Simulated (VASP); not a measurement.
# Cs (P6/mmm) in VASP: further runs

The runs below take Cs through single point, with PBE.

Program: VASP 6.6.1. These are calculated values, not measurements. Logs are shortened: lines on timing, memory, paths and dates and some standing lists are left out, and cuts for length are marked.

**1. The cell of the first run**

Symmetry: P6/mmm, No. 191, hexagonal system. Conventional cell: a = 8.899 Å, b = 8.899 Å, c = 5.346 Å, α = 90.00°, β = 90.00°, γ = 120.00°.

This isn't the form of Cs at room conditions, which is bcc.

**2. Single point, PBE (122.22 Å³/atom)**

Contents of INCAR:

```
PREC = Accurate
ENCUT = 520
EDIFF = 1E-7
ISMEAR = -1
SIGMA = 0.1
LREAL = F
LASPH = T
NELM = 80
ALGO = Normal
ISIF = 2
LWAVE = F
LCHARG = F
GGA = PE
NBANDS = 20
```

Contents of KPOINTS:

```
Automatic mesh
0
Gamma
  6 6 8
```

Contents of POSCAR:

```
Cs
1.0
    8.8989012949      0.0000000000      0.0000000000
   -4.4494506475      7.7066745871      0.0000000000
    0.0000000000      0.0000000000      5.3463480238
Cs
3
Direct
    1.0000000000      1.0000000000      0.0000000000
    0.3333333333      0.6666666667      0.5000000000
    0.6666666667      0.3333333333      0.5000000000
```

Potentials or basis: VASP PAW PBE potentials, release 64 (Cs_sv).

Command:

```
$ cat potpaw_PBE.64/Cs_sv/POTCAR > POTCAR
$ mpirun -np 1 vasp_std > vasp.out
```

OUTCAR:

```text
PREC = Accurate
   ENCUT = 520
   EDIFF = 1E-7
   ISMEAR = -1
   LREAL = F
   LASPH = T
   NELM = 80
   ISIF = 2
   GGA = PE

 ion  position               nearest neighbor table
   1  0.000  0.000  0.000-
   2  0.333  0.667  0.500-
   3  0.667  0.333  0.500-

  LATTYP: Found a hexagonal cell.
 ALAT       =     8.8989012949
 C/A-ratio  =     0.6007874283

  Lattice vectors:

 A1 = (   8.8989012949,   0.0000000000,   0.0000000000)
 A2 = (  -4.4494506475,   7.7066745871,   0.0000000000)
 A3 = (   0.0000000000,   0.0000000000,   5.3463480238)

Analysis of symmetry for initial positions (statically):
=====================================================================
 Subroutine PRICEL returns:
 Original cell was already a primitive cell.

 Routine SETGRP: Setting up the symmetry group for a
 hexagonal supercell.

 Subroutine GETGRP returns: Found 24 space group operations
 (whereof 24 operations were pure point group operations)
 out of a pool of 24 trial point group operations.

The static configuration has the point symmetry D_6h.

Analysis of symmetry for dynamics (positions and initial velocities):
=====================================================================
 Subroutine PRICEL returns:
 Original cell was already a primitive cell.

 Routine SETGRP: Setting up the symmetry group for a
 hexagonal supercell.

 Subroutine GETGRP returns: Found 24 space group operations
 (whereof 24 operations were pure point group operations)
 out of a pool of 24 trial point group operations.

The dynamic configuration has the point symmetry D_6h.

 Subroutine INISYM returns: Found 24 space group operations
 (whereof 24 operations are pure point group operations),
 and found     1 'primitive' translations

----------------------------------------------------------------------------------------

                                     Primitive cell

  volume of cell :     366.6576

  direct lattice vectors                    reciprocal lattice vectors
     8.898901295  0.000000000  0.000000000     0.112373423  0.064878826  0.000000000
    -4.449450647  7.706674587  0.000000000     0.000000000  0.129757652  0.000000000
     0.000000000  0.000000000  5.346348024     0.000000000  0.000000000  0.187043566

  length of vectors
     8.898901295  8.898901295  5.346348024     0.129757652  0.129757652  0.187043566

  position of ions in fractional coordinates (direct lattice)
     0.000000000  0.000000000  0.000000000
     0.333333333  0.666666667  0.500000000
     0.666666667  0.333333333  0.500000000

  ion indices of the primitive-cell ions
   primitive index   ion index
                 1           1
                 2           2
                 3           3

----------------------------------------------------------------------------------------

 KPOINTS: Automatic mesh

Automatic generation of k-mesh.
 Grid dimensions read from file:
 generate k-points for:    6    6    8

 Generating k-lattice:

  Cartesian coordinates                     Fractional coordinates (reciprocal lattice)
     0.018728904  0.010813138  0.000000000     0.166666667  0.000000000  0.000000000
     0.000000000  0.021626275  0.000000000     0.000000000  0.166666667  0.000000000
     0.000000000  0.000000000  0.023380446     0.000000000  0.000000000  0.125000000

  Length of vectors
     0.021626275  0.021626275  0.023380446

  Shift w.r.t. Gamma in fractional coordinates (k-lattice)
     0.000000000  0.000000000  0.000000000

 Subroutine IBZKPT returns following result:
 ===========================================

 Found     35 irreducible k-points:

 Following reciprocal coordinates:
            Coordinates               Weight
  0.000000  0.000000  0.000000      1.000000
  0.166667  0.000000  0.000000      6.000000
  0.333333  0.000000  0.000000      6.000000
  0.500000  0.000000  0.000000      3.000000
  0.166667  0.166667  0.000000      6.000000
  0.333333  0.166667  0.000000     12.000000
[... 16 lines left out ...]
  0.166667  0.000000  0.375000     12.000000
  0.333333  0.000000  0.375000     12.000000
 [... further k-points ...]
   k-points           NKPTS =     35   k-points in BZ     NKDIM =     35   number of bands    NBANDS=     20
   number of dos      NEDOS =    301   number of ions     NIONS =      3
   total plane-waves  NPLWV = 196000
   dimension x,y,z NGX =    70 NGY =   70 NGZ =   40
   dimension x,y,z NGXF=   140 NGYF=  140 NGZF=   80
   ions per type =               3
   NGX,Y,Z   is equivalent  to a cutoff of  13.08, 13.08, 12.44 a.u.
   NGXF,Y,Z  is equivalent  to a cutoff of  26.15, 26.15, 24.88 a.u.
 SYSTEM =  unknown system
   PREC   = accura    normal or accurate (medium, high low for compatibility)
   ISTART =      0    job   : 0-new  1-cont  2-samecut
   ICHARG =      2    charge: 1-file 2-atom 10-const
   ISPIN  =      1    spin polarized calculation?
   LNONCOLLINEAR =      F non collinear calculations
   LSORBIT =      F    spin-orbit coupling
   LASPH  =      T    aspherical Exc in radial PAW
   ENCUT  =  520.0 eV  38.22 Ry    6.18 a.u.  16.55 16.55  9.94*2*pi/ulx,y,z
   NELM   =     80;   NELMIN=  2; NELMDL= -5     # of ELM steps
   EDIFF  = 0.1E-06   stopping-criterion for ELM
   LREAL  =      F    real-space projection
   EDIFFG = 0.1E-05   stopping-criterion for IOM
   NSW    =      0    number of steps for IOM
   IBRION =     -1    ionic relax: 0-MD 1-quasi-New 2-CG
   NFREE  =      0    steps in history (QN), initial steepest desc. (CG)
   ISIF   =      2    stress and relaxation
   ISYM   =      2    0-nonsym 1-usesym 2-fastsym
   POTIM  = 0.5000    time-step for ionic-motion
   TEBEG  =    0.0;   TEEND  =   0.0 temperature during run
   PSTRESS=    0.0 pullay stress
   NELECT =      27.0000    total number of electrons
   NUPDOWN=      -1.0000    fix difference up-down
   EMIN   =  10.00;   EMAX   =-10.00  energy-range for DOS
   EFERMI =   0.00;   METHOD = LEGACY
   ISMEAR =    -1;   SIGMA  =   0.10  broadening in eV -4-tet -1-fermi 0-gaus
   EFERMI_NEDOS =   21; number of points for ismear=-14 and -15
   IALGO  =     38    algorithm
   IMIX   =      4    mixing-type and parameters
     AMIX     =   0.40;   BMIX     =  1.00
     AMIX_MAG =   1.60;   BMIX_MAG =  1.00
  volume/ion in A,a.u.               =     122.22       824.78
  Fermi-wavevector in a.u.,A,eV,Ry     =   0.686187  1.296706  6.406340  0.470853
  Thomas-Fermi vector in A             =   1.766344
   LORBIT       =      0    0 simple, 1 ext, 2 COOP (PROOUT), +10 PAW based schemes
   GGA     = PE    functional components
   LHFCALC =     F    Hartree Fock is set to
   AEXX    =    0.0000 exact exchange contribution
   IVDW    =     0    specifies the selected vdW correction
   LEPSILON=     F    determine dielectric tensor
   LRPA    =     F    only Hartree local field effects (RPA)
 non-spin polarized calculation
  energy-cutoff  :      520.00
  volume of cell :      366.66
 maximum number of plane-waves:      9908
 NGX is ok and might be reduce to    70
   NGX = 33   NGY = 33   NGZ = 19

 number of electron      27.0000001 magnetization

 Free energy of the ion-electron system (eV)
  ---------------------------------------------------
  ext. energy  EPLUGINS =         0.00000000
  ---------------------------------------------------
  free energy    TOTEN  =        -2.58721490 eV

  energy without entropy =       -2.46379777  energy(sigma->0) =       -2.52550634

 E-fermi :   0.3045     XC(G=0):  -5.2544

 val. band max:        0.2898160252   @ k =   0.1667   0.1667   0.5000
 cond. band min:       0.3054762949   @ k =   0.1667   0.1667   0.0000
 fundamental gap:      0.0156602698
 Fermi energy:         0.3045150383

 k-point     1 :       0.0000    0.0000    0.0000
  band No.  band energies     occupation
      1     -23.6185      2.00000
      2     -23.6115      2.00000
      3     -23.5375      2.00000
      4     -10.4656      2.00000
      5     -10.4656      2.00000
      6     -10.3947      2.00000
[... 12 lines left out ...]
     19       1.2884      0.00011
     20       2.4556      0.00000

 k-point     2 :       0.1667    0.0000    0.0000
  band No.  band energies     occupation
      1     -23.6181      2.00000
      2     -23.6119      2.00000
      3     -23.5375      2.00000
      4     -10.4697      2.00000
      5     -10.4635      2.00000
      6     -10.3917      2.00000
[... 12 lines left out ...]
     19       1.7432      0.00000
     20       2.4939      0.00000

 k-point     3 :       0.3333    0.0000    0.0000
  band No.  band energies     occupation
      1     -23.6170      2.00000
      2     -23.6130      2.00000
      3     -23.5375      2.00000
      4     -10.4767      2.00000
      5     -10.4544      2.00000
      6     -10.3956      2.00000
[... 12 lines left out ...]
     19       2.0520      0.00000
     20       2.3170      0.00000

 k-point     4 :       0.5000    0.0000    0.0000
  band No.  band energies     occupation
      1     -23.6161      2.00000
      2     -23.6138      2.00000
      3     -23.5375      2.00000
      4     -10.4797      2.00000
      5     -10.4448      2.00000
      6     -10.4058      2.00000
[... 12 lines left out ...]
     19       1.9773      0.00000
     20       2.0090      0.00000

 k-point     5 :       0.1667    0.1667    0.0000
  band No.  band energies     occupation
      1     -23.6173      2.00000
      2     -23.6126      2.00000
      3     -23.5375      2.00000
      4     -10.4738      2.00000
      5     -10.4587      2.00000
      6     -10.3940      2.00000
[... 12 lines left out ...]
     19       2.0057      0.00000
     20       2.3990      0.00000
[... 353 lines left out ...]
      6     -10.4251      2.00000
[... 12 lines left out ...]
     19       1.8777      0.00000
     20       1.8777      0.00000

 k-point    22 :       0.0000    0.0000    0.3750
  band No.  band energies     occupation
      1     -23.6162      2.00000
      2     -23.6093      2.00000
      3     -23.5352      2.00000
      4     -10.4586      2.00000
      5     -10.4570      2.00000
      6     -10.4570      2.00000
[... 12 lines left out ...]
     19       2.2792      0.00000
     20       2.2792      0.00000

 k-point    23 :       0.1667    0.0000    0.3750
  band No.  band energies     occupation
      1     -23.6158      2.00000
      2     -23.6097      2.00000
      3     -23.5352      2.00000
      4     -10.4591      2.00000
      5     -10.4583      2.00000
      6     -10.4534      2.00000
[... 12 lines left out ...]
     19       2.1086      0.00000
     20       2.2668      0.00000

 k-point    24 :       0.3333    0.0000    0.3750
  band No.  band energies     occupation
      1     -23.6147      2.00000
      2     -23.6107      2.00000
      3     -23.5352      2.00000
      4     -10.4630      2.00000
      5     -10.4567      2.00000
      6     -10.4467      2.00000
[... 12 lines left out ...]
     19       1.7007      0.00000
     20       2.2421      0.00000

 [... further k-points ...]
[... 5 lines left out ...]
  --------------------------------------------------------------------------------------
  -------------------------------------------------------------------------------------
  Total       -0.1528046     -0.1528046     -0.1787040      0.0000000      0.0000000     -0.0000000
  in kB       -0.6677075     -0.6677075     -0.7808797      0.0000000      0.0000000     -0.0000000
  external PRESSURE =      -0.7054316 kB  Pullay stress =       0.0000000 kB

 VOLUME and BASIS-vectors are now :
 -----------------------------------------------------------------------------
  energy-cutoff  :      520.00
  volume of cell :      366.66
      direct lattice vectors                 reciprocal lattice vectors
     8.898901295  0.000000000  0.000000000     0.112373423  0.064878826  0.000000000
    -4.449450647  7.706674587  0.000000000     0.000000000  0.129757652  0.000000000
     0.000000000  0.000000000  5.346348024     0.000000000  0.000000000  0.187043566

 POSITION                                       TOTAL-FORCE (eV/Angst)
 -----------------------------------------------------------------------------------
      0.00000      0.00000      0.00000         0.000000      0.000000      0.000000
     -0.00000      5.13778      2.67317        -0.000000      0.000000      0.000000
      4.44945      2.56889      2.67317         0.000000     -0.000000      0.000000
 -----------------------------------------------------------------------------------
    total drift:                                0.000000     -0.000000     -0.000000

  FREE ENERGIE OF THE ION-ELECTRON SYSTEM (eV)
  ---------------------------------------------------
  free  energy   TOTEN  =        -2.5872149045 eV

  energy  without entropy=       -2.4637977710  energy(sigma->0) =       -2.52550634
```

Run time: 2.7 min. Hardware: 1 thread of Intel Xeon 6975P-C (Granite Rapids), shared host; peak memory 0.54 GiB.

Results:

- Free energy: -2.5872 eV
- Pressure: -0.1 GPa
- Band gap on the k mesh: zero (an odd number of electrons rules out a gap without spin polarisation)

Caveat: spin-orbit coupling is left out, which moves the levels of the heavy elements.

**3. Single point, PBE (126.92 Å³/atom)**

This run uses another cell than the first one, of 126.92 Å³/atom.

Contents of INCAR:

```
ALGO = Normal ; EDIFF = 1E-6
ENCUT = 520 ; GGA = PE
ISIF = 2 ; ISMEAR = -1
LASPH = True ; LCHARG = False
LREAL = False ; LWAVE = False
NBANDS = 20 ; NELM = 80
PREC = Accurate ; SIGMA = 0.1
```

Contents of KPOINTS:

```
k-points
0
Gamma
  6 6 8
```

Contents of POSCAR:

```
Cs
1.0
    9.0115575745      0.0000000000      0.0000000000
   -4.5057787873      7.8042377872      0.0000000000
    0.0000000000      0.0000000000      5.4140305003
Cs
3
Direct
    1.0000000000      1.0000000000      0.0000000000
    0.3333333333      0.6666666667      0.5000000000
    0.6666666667      0.3333333333      0.5000000000
```

Potentials or basis: VASP PAW PBE potentials, release 64 (Cs_sv).

Command:

```
$ cat potpaw_PBE.64/Cs_sv/POTCAR > POTCAR
$ mpirun -np 1 vasp_std > vasp.out
```

Wall time 2 min (1 thread of Intel Xeon 6975P-C (Granite Rapids), shared host); peak memory 0.53 GiB.

Results (log left out):

| Item | Value |
| --- | --- |
| Free energy | -2.5790 eV |
| Pressure | -0.1 GPa |
| Band gap on the k mesh | zero (an odd number of electrons rules out a gap without spin polarisation) |

Levels at points of the mesh, in eV from the Fermi level:
```tsv
k point	band 10	band 11	band 12	band 13	band 14	band 15	band 16	band 17
(0.00, 0.00, 0.00)	-10.66	-10.66	-10.63	-1.57	0.71	0.85	0.85	0.86
(0.50, 0.00, 0.00)	-10.67	-10.66	-10.63	-0.80	-0.80	0.06	0.76	1.50
(0.00, 0.00, 0.50)	-10.70	-10.66	-10.66	-0.21	0.03	0.83	0.83	0.97
(0.50, 0.00, 0.50)	-10.69	-10.66	-10.66	0.19	0.21	0.65	0.70	0.81
```

Caveat: spin-orbit coupling is left out, which moves the levels of the heavy elements.

**4. Single point, PBE (131.62 Å³/atom)**

This run uses another cell than the first one, of 131.62 Å³/atom.

Contents of INCAR:

```
SYSTEM = Cs
PREC = Accurate
ENCUT = 520
EDIFF = 1E-6
ISMEAR = -1
SIGMA = 0.1
LREAL = .FALSE.
LASPH = .TRUE.
NELM = 100
ALGO = Normal
ISIF = 2
LWAVE = .FALSE.
LCHARG = .FALSE.
GGA = PE
NBANDS = 20
```

Contents of KPOINTS:

```
regular mesh
0
G
  6 6 8
  0 0 0
```

Contents of POSCAR:

```
Cs
1.0
    9.1214654501      0.0000000000      0.0000000000
   -4.5607327251      7.8994207995      0.0000000000
    0.0000000000      0.0000000000      5.4800617702
Cs
3
Direct
    1.0000000000      1.0000000000      0.0000000000
    0.3333333333      0.6666666667      0.5000000000
    0.6666666667      0.3333333333      0.5000000000
```

Command:

```
$ cat potpaw_PBE.64/Cs_sv/POTCAR > POTCAR
$ mpirun -np 1 vasp_std > vasp.out
```

Run time: 2.5 min. Hardware: 1 thread of Intel Xeon 6975P-C (Granite Rapids), shared host; peak memory 0.59 GiB.

Results (log left out):

```
Free energy            : -2.5660 eV
Pressure               : -0.2 GPa
Band gap on the k mesh : zero (an odd number of electrons rules out a gap without spin polarisation)
```

Levels at points of the mesh, in eV from the Fermi level:
| k point | band 11 | band 12 | band 13 | band 14 | band 15 | band 16 |
| --- | --- | --- | --- | --- | --- | --- |
| (0.00, 0.00, 0.00) | -10.69 | -10.66 | -1.54 | 0.71 | 0.84 | 0.84 |
| (0.50, 0.00, 0.00) | -10.69 | -10.66 | -0.79 | -0.79 | 0.07 | 0.73 |
| (0.00, 0.00, 0.50) | -10.69 | -10.69 | -0.21 | 0.03 | 0.85 | 0.85 |
| (0.50, 0.00, 0.50) | -10.69 | -10.69 | 0.19 | 0.22 | 0.64 | 0.67 |

Caveat: spin-orbit coupling is left out, which moves the levels of the heavy elements.

[end of part 1 of 2]
